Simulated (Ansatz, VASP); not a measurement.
# One calculation of LiF, two programs

```
Li F
1.0
     2.95334    0.00000    0.00000
    -1.47667    2.55767    0.00000
     0.00000    0.00000    4.90432
Li F
2 2
Direct
  0.33333 0.66667 0.34655
  0.66667 0.33333 0.84655
  0.33333 0.66667 0.99102
  0.66667 0.33333 0.49102
```

Alike in both runs: task single point; functional LDA; k mesh 9 × 9 × 6; occupations gaussian, width 0.05 eV; no spin polarisation.

```csv
,VASP,Ansatz
version,VASP 6.6.1,Ansatz 0.2.0
potentials or method,"VASP PAW LDA potentials, release 64 (Li_sv, F), cutoff 520 eV","scalar-relativistic, plane waves, PAW"
valence electrons in the cell,20,20
```

VASP gave:

```
gap on the k mesh at the Fermi level (eV) : 7.88
least direct gap on the mesh (eV)         : 7.88
rms of the force components (eV/Å)        : 0.271
```

Estimate Ansatz's values.

gap on the k mesh at the Fermi level (eV): 7.90; least direct gap on the mesh (eV): 7.90; rms of the force components (eV/Å): 0.269.

LDA's correlation is that of Perdew and Zunger in VASP and of Perdew and Wang (1992) in Ansatz. Atom by atom the forces differ by 0.002 eV/Å (rms over components).

Noted on VASP's run: the cutoff is short for stress, so the pressure is rough.
